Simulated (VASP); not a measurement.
A run of VASP 6.6.1:

INCAR

```
SYSTEM = Co
PREC = Accurate
ENCUT = 520
EDIFF = 1E-6
ISMEAR = 0
SIGMA = 0.1
LREAL = .FALSE.
LASPH = .TRUE.
NELM = 150
ALGO = Fast
ISIF = 2
LWAVE = .FALSE.
LCHARG = .FALSE.
ISPIN = 2
MAGMOM = 1.99
LORBIT = 11
LMAXMIX = 4
GGA = PE
NBANDS = 14
```

The input KPOINTS:

```
Automatic mesh
0
G
  24 24 24
  0 0 0
```

The input POSCAR:

```
Co
1.0
    2.3404262395      0.0000000000      0.0000000000
    0.0000000000      2.3404262395      0.0000000000
    0.0000000000      0.0000000000      2.3404262395
Co
1
Direct
    0.0000000000      0.0000000000      0.0000000000
```

Potentials or basis: VASP PAW PBE potentials, release 64 (Co).

Command:

```sh
$ cat potpaw_PBE.64/Co/POTCAR > POTCAR
$ mpirun -np 1 vasp_std > vasp.out
```

Hardware: 1 thread of Intel Xeon 8259CL (shared host).

Q: How long does it take, and how much memory?

A: It took 3.3 min on 1 thread of Intel Xeon 8259CL (shared host), peak memory 0.23 GiB. Counts: scf iterations 14, k points 455.
